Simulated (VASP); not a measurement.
## Ti: single point with LDA

The system is Ti.

```xyz
1
Lattice="-1.5402 1.5402 1.5402 1.5402 -1.5402 1.5402 1.5402 1.5402 -1.5402" Properties=species:S:1:pos:R:3 pbc="T T T"
Ti    0.0000    0.0000    0.0000
```

This cell differs from its parent crystal: volume scaled by 0.92.

| Item | Value |
| --- | --- |
| Program | VASP 6.6.1 |
| Task | single point |
| Functional | LDA |
| Potentials or basis | VASP PAW LDA potentials, release 64 (Ti_sv) |
| Cutoff | 520 eV |
| k mesh | 19 × 19 × 19 |
| Occupations | fermi-dirac, width 0.08 eV |
| Spin | no spin polarisation |

```yaml
Pressure: 11.1 GPa
Band_gap_on_the_k_mesh: zero (band 6 reaches 10.85 eV, above the bottom of band 7 at 9.13 eV)
```

Levels at points of the mesh, in eV from the Fermi level:
| k point | band 3 | band 4 | band 5 | band 6 | band 7 | band 8 | band 9 | band 10 |
| --- | --- | --- | --- | --- | --- | --- | --- | --- |
| (0.00, 0.00, 0.00) | -31.49 | -31.49 | -6.17 | 1.09 | 1.09 | 1.09 | 3.28 | 3.28 |

It took 22 s on 1 thread of Intel(R) Xeon(R) Platinum 8259CL CPU @ 2.50GHz (Skylake/Cascade Lake), with other jobs on the host, peak memory 0.14 GiB.
